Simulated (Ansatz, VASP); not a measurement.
## Two plane-wave programs on BN

```
B N
1.0
     0.00000    1.81300    1.81300
     1.81300    0.00000    1.81300
     1.81300    1.81300    0.00000
B N
1 1
Direct
  0.00000 0.00000 0.00000
  0.87066 0.62934 0.87066
```

Change from the starting cell: all N atoms moved +0.438 Å, as atom 2 along Cartesian [0 1 0].

Alike in both runs: task single point; functional r2SCAN; k mesh 12 × 12 × 12; occupations gaussian, width 0.05 eV; no spin polarisation.

```csv
,VASP,Ansatz
version,VASP 6.6.1,Ansatz 0.2.0
potentials or method,"VASP PAW PBE potentials, release 64 (B, N), cutoff 520 eV","scalar-relativistic, plane waves, PAW"
valence electrons in the cell,8,8
```

```csv
,VASP,Ansatz,Ansatz less VASP
gap on the k mesh at the Fermi level (eV),1.84,1.83,-0.011
least direct gap on the mesh (eV),6.44,6.40,-0.044
rms of the force components (eV/Å),3.687,3.727,+0.0392
```

VASP's potentials were made for PBE, not for r2SCAN. Atom by atom the forces differ by 0.039 eV/Å (rms over components). The functional is the same, so the differences come from potentials, cutoffs and numerics.
